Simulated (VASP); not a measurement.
# Pt (Im-3m) in VASP: a series of runs

Pt is run at these levels: PBE; tasks: single point.

Program: VASP 6.6.1. These are calculated values, not measurements. Logs are shortened: lines on timing, memory, paths and dates and some standing lists are left out, and cuts for length are marked.

## (1) The cell of the first run

The structure is cubic, space group Im-3m (No. 229). The conventional cell has a = 3.059 Å, b = 3.059 Å, c = 3.059 Å, α = 90.00°, β = 90.00°, γ = 90.00°. Within 3.5 Å of Pt (site symmetry m-3m) lie 14 Pt at 2.65 to 3.06 Å.

## (2) Single point, PBE

Input file INCAR:

```
  PREC = Accurate
  ENCUT = 520
  EDIFF = 1E-6
  ISMEAR = 0
  SIGMA = 0.05
  LREAL = F
  LASPH = T
  NELM = 60
  ALGO = Fast
  ISIF = 2
  LWAVE = F
  LCHARG = T
  GGA = PE
  LELF = T
  LVHAR = T
  NBANDS = 11
```

Input file KPOINTS:

```
Automatic mesh
0
Gamma
  16 16 16
```

Input file POSCAR:

```
Pt
1.0
   -1.5295475929      1.5295475929      1.5295475929
    1.5295475929     -1.5295475929      1.5295475929
    1.5295475929      1.5295475929     -1.5295475929
Pt
1
Direct
    0.0000000000      0.0000000000      0.0000000000
```

Potentials or basis: VASP PAW PBE potentials, release 64 (Pt).

Command:

```
> cat potpaw_PBE.64/Pt/POTCAR > POTCAR
> mpirun -np 1 vasp_std > vasp.out
```

OUTCAR:

```text
PREC = Accurate
   ENCUT = 520
   EDIFF = 1E-6
   ISMEAR = 0
   LREAL = F
   LASPH = T
   NELM = 60
   ISIF = 2
   GGA = PE

 ion  position               nearest neighbor table
   1  0.000  0.000  0.000-

  LATTYP: Found a body centered cubic cell.
 ALAT       =     3.0590951858

  Lattice vectors:

 A1 = (  -1.5295475929,   1.5295475929,   1.5295475929)
 A2 = (   1.5295475929,  -1.5295475929,   1.5295475929)
 A3 = (   1.5295475929,   1.5295475929,  -1.5295475929)

Analysis of symmetry for initial positions (statically):
=====================================================================
 Subroutine PRICEL returns:
 Original cell was already a primitive cell.

 Routine SETGRP: Setting up the symmetry group for a
 body centered cubic supercell.

 Subroutine GETGRP returns: Found 48 space group operations
 (whereof 48 operations were pure point group operations)
 out of a pool of 48 trial point group operations.

The static configuration has the point symmetry O_h .

Analysis of symmetry for dynamics (positions and initial velocities):
=====================================================================
 Subroutine PRICEL returns:
 Original cell was already a primitive cell.

 Routine SETGRP: Setting up the symmetry group for a
 body centered cubic supercell.

 Subroutine GETGRP returns: Found 48 space group operations
 (whereof 48 operations were pure point group operations)
 out of a pool of 48 trial point group operations.

The dynamic configuration has the point symmetry O_h .

 Subroutine INISYM returns: Found 48 space group operations
 (whereof 48 operations are pure point group operations),
 and found     1 'primitive' translations

----------------------------------------------------------------------------------------

                                     Primitive cell

  volume of cell :      14.3136

  direct lattice vectors                    reciprocal lattice vectors
    -1.529547593  1.529547593  1.529547593     0.000000000  0.326894045  0.326894045
     1.529547593 -1.529547593  1.529547593     0.326894045  0.000000000  0.326894045
     1.529547593  1.529547593 -1.529547593     0.326894045  0.326894045  0.000000000

  length of vectors
     2.649254143  2.649254143  2.649254143     0.462297992  0.462297992  0.462297992

  position of ions in fractional coordinates (direct lattice)
     0.000000000  0.000000000  0.000000000

  ion indices of the primitive-cell ions
   primitive index   ion index
                 1           1

----------------------------------------------------------------------------------------

 KPOINTS: Automatic mesh

Automatic generation of k-mesh.
 Grid dimensions read from file:
 generate k-points for:   16   16   16

 Generating k-lattice:

  Cartesian coordinates                     Fractional coordinates (reciprocal lattice)
     0.000000000  0.020430878  0.020430878     0.062500000  0.000000000  0.000000000
     0.020430878  0.000000000  0.020430878     0.000000000  0.062500000  0.000000000
     0.020430878  0.020430878  0.000000000     0.000000000  0.000000000  0.062500000

  Length of vectors
     0.028893625  0.028893625  0.028893625

  Shift w.r.t. Gamma in fractional coordinates (k-lattice)
     0.000000000  0.000000000  0.000000000

 Subroutine IBZKPT returns following result:
 ===========================================

 Found    145 irreducible k-points:

 Following reciprocal coordinates:
            Coordinates               Weight
  0.000000  0.000000  0.000000      1.000000
  0.062500  0.000000  0.000000     12.000000
  0.125000  0.000000  0.000000     12.000000
  0.187500  0.000000  0.000000     12.000000
  0.250000  0.000000  0.000000     12.000000
  0.312500  0.000000  0.000000     12.000000
[... 16 lines left out ...]
  0.187500  0.187500  0.000000     24.000000
  0.250000  0.187500 -0.000000     48.000000
 [... further k-points ...]
   k-points           NKPTS =    145   k-points in BZ     NKDIM =    145   number of bands    NBANDS=     11
   number of dos      NEDOS =    301   number of ions     NIONS =      1
   total plane-waves  NPLWV =   8000
   dimension x,y,z NGX =    20 NGY =   20 NGZ =   20
   dimension x,y,z NGXF=    40 NGYF=   40 NGZF=   40
   ions per type =               1
   NGX,Y,Z   is equivalent  to a cutoff of  12.55, 12.55, 12.55 a.u.
   NGXF,Y,Z  is equivalent  to a cutoff of  25.10, 25.10, 25.10 a.u.
 SYSTEM =  unknown system
   PREC   = accura    normal or accurate (medium, high low for compatibility)
   ISTART =      0    job   : 0-new  1-cont  2-samecut
   ICHARG =      2    charge: 1-file 2-atom 10-const
   ISPIN  =      1    spin polarized calculation?
   LNONCOLLINEAR =      F non collinear calculations
   LSORBIT =      F    spin-orbit coupling
   LASPH  =      T    aspherical Exc in radial PAW
   ENCUT  =  520.0 eV  38.22 Ry    6.18 a.u.   4.93  4.93  4.93*2*pi/ulx,y,z
   NELM   =     60;   NELMIN=  2; NELMDL= -5     # of ELM steps
   EDIFF  = 0.1E-05   stopping-criterion for ELM
   LREAL  =      F    real-space projection
   EDIFFG = 0.1E-04   stopping-criterion for IOM
   NSW    =      0    number of steps for IOM
   IBRION =     -1    ionic relax: 0-MD 1-quasi-New 2-CG
   NFREE  =      0    steps in history (QN), initial steepest desc. (CG)
   ISIF   =      2    stress and relaxation
   ISYM   =      2    0-nonsym 1-usesym 2-fastsym
   POTIM  = 0.5000    time-step for ionic-motion
   TEBEG  =    0.0;   TEEND  =   0.0 temperature during run
   PSTRESS=    0.0 pullay stress
   NELECT =      10.0000    total number of electrons
   NUPDOWN=      -1.0000    fix difference up-down
   EMIN   =  10.00;   EMAX   =-10.00  energy-range for DOS
   EFERMI =   0.00;   METHOD = LEGACY
   ISMEAR =     0;   SIGMA  =   0.05  broadening in eV -4-tet -1-fermi 0-gaus
   EFERMI_NEDOS =   21; number of points for ismear=-14 and -15
   IALGO  =     68    algorithm
   IMIX   =      4    mixing-type and parameters
     AMIX     =   0.40;   BMIX     =  1.00
     AMIX_MAG =   1.60;   BMIX_MAG =  1.00
  volume/ion in A,a.u.               =      14.31        96.59
  Fermi-wavevector in a.u.,A,eV,Ry     =   1.452642  2.745095 28.710577  2.110168
  Thomas-Fermi vector in A             =   2.570000
   LORBIT       =      0    0 simple, 1 ext, 2 COOP (PROOUT), +10 PAW based schemes
   GGA     = PE    functional components
   LHFCALC =     F    Hartree Fock is set to
   AEXX    =    0.0000 exact exchange contribution
   IVDW    =     0    specifies the selected vdW correction
   LEPSILON=     F    determine dielectric tensor
   LRPA    =     F    only Hartree local field effects (RPA)
 non-spin polarized calculation
 RMM-DIIS sequential band-by-band and
 Gauss-broadening in eV      SIGMA  =   0.05
  energy-cutoff  :      520.00
  volume of cell :       14.31
 maximum number of plane-waves:       402
   NGX =  9   NGY =  9   NGZ =  9

 number of electron      10.0000002 magnetization

 Free energy of the ion-electron system (eV)
  ---------------------------------------------------
  ext. energy  EPLUGINS =         0.00000000
  ---------------------------------------------------
  free energy    TOTEN  =        -5.86136405 eV

  energy without entropy =       -5.85918017  energy(sigma->0) =       -5.86027211

 E-fermi :  12.1041     XC(G=0): -13.7982

 val. band max:       12.1023505170   @ k =  -0.3750   0.3750   0.1250
 cond. band min:      12.1113378144   @ k =   0.2500   0.1250   0.0000
 fundamental gap:      0.0089872975
 Fermi energy:        12.1041133470

 k-point     1 :       0.0000    0.0000    0.0000
  band No.  band energies     occupation
      1       1.4945      2.00000
      2       8.0024      2.00000
      3       8.0024      2.00000
      4       8.0024      2.00000
      5      10.8724      2.00000
      6      10.8724      2.00000
      7      29.0785      0.00000
      8      29.0785      0.00000
      9      29.0785      0.00000
     10      40.4136      0.00000
     11      40.4143      0.00000

 k-point     2 :       0.0625    0.0000    0.0000
  band No.  band energies     occupation
      1       1.6701      2.00000
      2       7.9281      2.00000
      3       8.0008      2.00000
      4       8.1493      2.00000
      5      10.7727      2.00000
      6      10.8771      2.00000
      7      29.1758      0.00000
      8      29.2841      0.00000
      9      29.3469      0.00000
     10      38.3661      0.00000
     11      39.1415      0.00000

 k-point     3 :       0.1250    0.0000    0.0000
  band No.  band energies     occupation
      1       2.1757      2.00000
      2       7.7224      2.00000
      3       7.9821      2.00000
      4       8.5819      2.00000
      5      10.5516      2.00000
      6      10.8947      2.00000
      7      29.3336      0.00000
      8      29.6457      0.00000
      9      30.1288      0.00000
     10      36.4281      0.00000
     11      37.0745      0.00000

 k-point     4 :       0.1875    0.0000    0.0000
  band No.  band energies     occupation
      1       2.9343      2.00000
      2       7.4294      2.00000
      3       7.9449      2.00000
      4       9.2746      2.00000
      5      10.3799      2.00000
      6      10.9331      2.00000
      7      29.1309      0.00000
      8      29.2783      0.00000
      9      31.3599      0.00000
     10      35.5477      0.00000
     11      35.7377      0.00000
[... 239 lines left out ...]
 k-point    22 :       0.4375    0.1250    0.0000
  band No.  band energies     occupation
      1       4.9176      2.00000
      2       6.4789      2.00000
      3       9.8250      2.00000
      4      10.6187      2.00000
      5      11.8798      2.00000
      6      15.2515      0.00000
      7      18.9585      0.00000
      8      25.3744      0.00000
      9      27.8298      0.00000
     10      36.3365      0.00000
     11      37.3551      0.00000

 k-point    23 :       0.1875    0.1875    0.0000
  band No.  band energies     occupation
      1       4.9259      2.00000
      2       7.1221      2.00000
      3       7.3431      2.00000
      4      10.1798      2.00000
      5      11.2503      2.00000
      6      12.1604      0.11141
      7      25.3925      0.00000
      8      27.4438      0.00000
      9      30.2783      0.00000
     10      32.6240      0.00000
     11      37.7817      0.00000

 k-point    24 :       0.2500    0.1875   -0.0000
  band No.  band energies     occupation
      1       5.3399      2.00000
      2       6.8886      2.00000
      3       7.7574      2.00000
      4      10.3385      2.00000
      5      11.3315      2.00000
      6      13.5699      0.00000
      7      23.1313      0.00000
      8      26.2104      0.00000
      9      29.2227      0.00000
     10      33.5568      0.00000
     11      38.0817      0.00000

 [... further k-points ...]

------------------------ aborting loop because EDIFF is reached ----------------------------------------

  FORCE on cell =-STRESS in cart. coord.  units (eV):
  Direction    XX          YY          ZZ          XY          YZ          ZX
  --------------------------------------------------------------------------------------
  -------------------------------------------------------------------------------------
  Total        2.7721245      2.7721245      2.7721245     -0.0000000      0.0000000      0.0000000
  in kB      310.2946868    310.2946868    310.2946868     -0.0000000      0.0000000      0.0000000
  external PRESSURE =     310.2946868 kB  Pullay stress =       0.0000000 kB

 VOLUME and BASIS-vectors are now :
 -----------------------------------------------------------------------------
  energy-cutoff  :      520.00
  volume of cell :       14.31
      direct lattice vectors                 reciprocal lattice vectors
    -1.529547593  1.529547593  1.529547593     0.000000000  0.326894045  0.326894045
     1.529547593 -1.529547593  1.529547593     0.326894045  0.000000000  0.326894045
     1.529547593  1.529547593 -1.529547593     0.326894045  0.326894045  0.000000000

 POSITION                                       TOTAL-FORCE (eV/Angst)
 -----------------------------------------------------------------------------------
      0.00000      0.00000      0.00000        -0.000000      0.000000      0.000000
 -----------------------------------------------------------------------------------
    total drift:                                0.000000     -0.000000      0.000000

  FREE ENERGIE OF THE ION-ELECTRON SYSTEM (eV)
  ---------------------------------------------------
  free  energy   TOTEN  =        -5.8613640458 eV

  energy  without entropy=       -5.8591801735  energy(sigma->0) =       -5.86027211
```

Wall time 12 s (1 thread of Intel Xeon Platinum 8488C (Sapphire Rapids), shared host); peak memory 0.14 GiB.

Results:

| Quantity | Value |
| --- | --- |
| Free energy | -5.8614 eV |
| Pressure | 31.0 GPa |
| Band gap on the k mesh | zero (band 5 reaches 13.23 eV, above the bottom of band 6 at 10.70 eV) |

Caveat: spin-orbit coupling is left out, which moves the levels of the heavy elements.

## (3) Single point, PBE

This run uses another cell than the first one, of 15.90 Å³/atom, 1.111 times its volume.

Input file INCAR:

```
PREC = Accurate
ENCUT = 520
EDIFF = 1E-6
ISMEAR = 0
SIGMA = 0.05
LREAL = False
LASPH = True
NELM = 80
ALGO = Fast
ISIF = 2
LWAVE = False
LCHARG = True
GGA = PE
LELF = True
LVHAR = True
NBANDS = 11
```

KPOINTS is that of step 2.

Input file POSCAR:

```
Pt
1.0
   -1.5842200000      1.5842200000      1.5842200000
    1.5842200000     -1.5842200000      1.5842200000
    1.5842200000      1.5842200000     -1.5842200000
Pt
1
Direct
    0.0000000000      0.0000000000      0.0000000000
```

Potentials or basis: VASP PAW PBE potentials, release 64 (Pt).

Command:

```
> cat potpaw_PBE.64/Pt/POTCAR > POTCAR
> mpirun -np 1 vasp_std > vasp.out
```

It took 11 s on 1 thread of Intel Xeon Platinum 8488C (Sapphire Rapids), shared host; peak memory 0.14 GiB.

It converged, with:

```yaml
Free_energy: -5.9923 eV
Pressure: -1.5 GPa
Band_gap_on_the_k_mesh: zero (band 5 reaches 11.09 eV, above the bottom of band 6 at 8.96 eV)
```

Levels at points of the mesh, in eV from the Fermi level:
```
           k point  band 3  band 4  band 5  band 6  band 7  band 8
(0.00, 0.00, 0.00)   -3.49   -3.49   -1.03   -1.03   17.06   17.06
(0.50, 0.00, 0.00)   -1.21   -0.71    0.25    0.99    6.20   13.22
(0.50, 0.50, 0.50)    0.47    0.47    0.47    7.61    7.61    7.61
```

Caveat: spin-orbit coupling is left out, which moves the levels of the heavy elements.
